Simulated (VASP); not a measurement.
Write the native input for VASP 6.6.1 that does the following.

```yaml
Task: electric field gradients
Functional: PBEsol
Potentials_or_basis: VASP PAW PBE potentials, release 64 (Sn_d, O_h)
Cutoff: 1000 eV
k_mesh: 8 × 8 × 6
Occupations: fermi-dirac, width 0.01 eV
Spin: no spin polarisation
Dipole_correction: no
Further_INCAR_settings: ALGO = Normal; EDIFF = 1e-08; NBANDS = 28
```

The structure of SnO lies in POSCAR:

```
SnO
1.0
    3.8020000000      0.0570300000      0.0570300000
    0.0570300000      3.8020000000      0.0570300000
    0.0725400000      0.0725400000      4.8360000000
Sn O
2 2
Direct
    0.0000000000      0.5000000000      0.2385000000
    0.5000000000      0.0000000000      0.7615000000
    0.0000000000      0.0000000000      0.0000000000
    0.5000000000      0.5000000000      0.0000000000
```

This cell differs from its parent crystal: equal xy, yz and zx shear strains of +3 %.

These files were run (other wordings do the same):

INCAR

```
SYSTEM = SnO
PREC = Accurate ; ENCUT = 1000
EDIFF = 1E-8 ; ISMEAR = -1
SIGMA = 0.01 ; LREAL = .False.
LASPH = .True. ; NELM = 120
ALGO = Normal ; ISIF = 2
LWAVE = .False. ; LCHARG = .False.
GGA = PS ; LEFG = .True.
NBANDS = 28 ; GGA_COMPAT = .False.
```

KPOINTS

```
regular mesh
0
Gamma
  8 8 6
  0 0 0
```

Potentials or basis: VASP PAW PBE potentials, release 64 (Sn_d, O_h).

Run with:

```sh
$ cat potpaw_PBE.64/Sn_d/POTCAR potpaw_PBE.64/O_h/POTCAR > POTCAR
$ mpirun -np 1 vasp_std > vasp.out
```

It gave:

```json
{
  "Pressure": "0.5 GPa",
  "Largest force": "0.297 eV/Å",
  "Band gap on the k mesh": "zero (filled and empty bands touch)",
  "Largest electric field gradient by atom": "Sn -166.9; O -10.4 V/Å²"
}
```

Caveat: the cell differs from its parent crystal (equal xy, yz and zx shear strains of +3 %); semilocal functionals underestimate gaps, and a narrow one can read as zero; without QUAD_EFG the Cq values of the log hold for a quadrupole moment of 1 mb, not for the nuclei; the PAW data sets were made with another functional, which shifts forces and pressure a little; spin-orbit coupling is left out, which moves the levels of the heavy elements.

It took 8.2 min on 1 thread of Intel(R) Xeon(R) Platinum 8259CL CPU @ 2.50GHz (Skylake/Cascade Lake), on a shared host, peak memory 0.61 GiB.
